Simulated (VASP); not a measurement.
H10CO6, 17 atoms in the cell. The cell holds a disordered packing, 17 atoms: a = 5.481 Å, b = 5.481 Å, c = 5.481 Å, α = 90.00°, β = 90.00°, γ = 90.00°. 

| Quantity | Value |
| --- | --- |
| Program | VASP 6.6.1 |
| Task | single point |
| Functional | PBE |
| Dispersion | D3(BJ) |
| Potentials or basis | VASP PAW PBE potentials, release 64 (O_h, H_h, C_h) |
| Cutoff | 1000 eV |
| k mesh | 1 × 1 × 1 |
| Occupations | fermi-dirac, width 0.02 eV |
| Spin | no spin polarisation |
| Dipole correction | no |
| Further INCAR settings | LREAL = Auto; ALGO = Normal; EDIFF = 1e-06; NBANDS = 39 |

Potentials or basis: VASP PAW PBE potentials, release 64 (O_h, H_h, C_h).

Launch:

```bash
$ cat potpaw_PBE.64/O_h/POTCAR potpaw_PBE.64/H_h/POTCAR potpaw_PBE.64/C_h/POTCAR > POTCAR
$ mpirun -np 1 vasp_gam > vasp.out
```

Hardware: 1 thread of Intel(R) Xeon(R) Platinum 8488C (Sapphire Rapids), with other jobs on the host.

How long does it take, and how much memory?

Run time: 36 s on 1 thread of Intel(R) Xeon(R) Platinum 8488C (Sapphire Rapids) (shared host), peak memory 0.43 GiB. Counts: scf iterations 15, k points 1.
